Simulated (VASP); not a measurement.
The system is MgS.

```xyz
2
Lattice="3.4745 0.0000 0.0000 0.0000 3.4745 0.0000 0.0000 0.0000 3.4745" Properties=species:S:1:pos:R:3 pbc="T T T"
Mg    0.0000    0.0000    0.0000
S     1.7373    1.7373    1.7373
```

```yaml
Program: VASP 6.6.1
Task: relaxation of cell and atoms
Functional: PBE
Potentials_or_basis: VASP PAW PBE potentials, release 64 (Mg, S)
Cutoff: 600 eV
k_mesh: 6 × 6 × 6
Occupations: gaussian, width 0.1 eV
Spin: no spin polarisation
```

At the start: pressure -8.8 GPa; volume 20.97 Å³/atom.

Where does the relaxation end?

Over 3 steps the energy falls by 112.9 meV/atom and the volume is 17.47 Å³/atom (-16.7 %); space group Pm-3m (No. 221, to 0.05 Å).

Step by step:
```tsv
step	energy change (eV)	largest force (eV/Å)	pressure (GPa)	volume (Å³)
1	0.0000	0.0000	-8.77	41.94
2	-0.2247	0.0000	-0.86	35.36
3	-0.2259	0.0000	-0.05	34.94
```

Final structure:
```cif
data_structure
_symmetry_space_group_name_H-M 'P 1'
_symmetry_Int_Tables_number 1
_cell_length_a 3.2691
_cell_length_b 3.2691
_cell_length_c 3.2691
_cell_angle_alpha 90.000
_cell_angle_beta 90.000
_cell_angle_gamma 90.000
_cell_volume 34.94
loop_
_atom_site_label
_atom_site_type_symbol
_atom_site_fract_x
_atom_site_fract_y
_atom_site_fract_z
_atom_site_occupancy
Mg1 Mg 0.00000 0.00000 0.00000 1
S1 S 0.50000 0.50000 0.50000 1
```

Caveat: the volume moved by over 15 % at a fixed basis, so the end points are rough.
